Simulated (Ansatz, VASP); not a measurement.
One calculation of MgO, two programs

```
Mg O
1.0
     0.00000    2.13515    2.13515
     2.13515    0.00000    2.13515
     2.13515    2.13515    0.00000
Mg O
1 1
Cartesian
  0.0000 0.0000 0.0000
  2.1351 2.1351 2.0726
```

Change from the starting cell: all O atoms moved +0.062 Å, as atom 2 towards its neighbour atom 1 (Mg) at 2.135 Å.

Alike in both runs: task single point; functional PBEsol; k mesh 10 × 10 × 10; occupations gaussian, width 0.05 eV; no spin polarisation.

|  | VASP | Ansatz |
| --- | --- | --- |
| version | VASP 6.6.1 | Ansatz 0.2.0 |
| potentials or method | VASP PAW PBE potentials, release 64 (Mg, O), cutoff 520 eV | scalar-relativistic, plane waves, PAW |
| valence electrons in the cell | 8 | 16 |

```tsv
	VASP	Ansatz	Ansatz less VASP
gap on the k mesh at the Fermi level (eV)	4.25	4.25	0.000
least direct gap on the mesh (eV)	4.25	4.25	0.000
pressure (GPa)	-6.0	-5.4	+0.56
traceless stress, the component that is largest in VASP (GPa)	0.79	0.78	-0.010
rms of the force components (eV/Å)	0.164	0.162	-0.0015
```

VASP's potentials were made for PBE, not for PBEsol. Atom by atom the forces differ by 0.002 eV/Å (rms over components). VASP's potentials hold 8 valence electrons a cell and Ansatz's 16, so a difference there can come from the potentials and not from the codes.
